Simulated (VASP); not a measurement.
Zn, 5 atoms in the cell. The cell holds a slab with vacuum, 5 atoms: a = 2.779 Å, b = 2.779 Å, c = 24.075 Å, α = 90.00°, β = 90.00°, γ = 120.00°. 

- Program: VASP 6.6.1
- Task: single point
- Functional: PBE
- Potentials or basis: VASP PAW PBE potentials, release 64 (Zn)
- Cutoff: 520 eV
- k mesh: 11 × 11 × 1
- Occupations: fermi-dirac, width 0.05 eV
- Spin: no spin polarisation
- Dipole correction: yes
- Further INCAR settings: ALGO = Normal; EDIFF = 1e-06; NBANDS = 38

Potentials or basis: VASP PAW PBE potentials, release 64 (Zn).

Run with:

```bash
$ cat potpaw_PBE.64/Zn/POTCAR > POTCAR
$ mpirun -np 1 vasp_std > vasp.out
```

Hardware: 1 thread of Intel Xeon 8259CL, with other jobs on the host.

Problem. Estimate the wall time of this run.

Solution. Wall time 3.1 min on 1 thread of Intel Xeon 8259CL, with other jobs on the host, peak memory 0.33 GiB. Counts: scf iterations 18, k points 16.
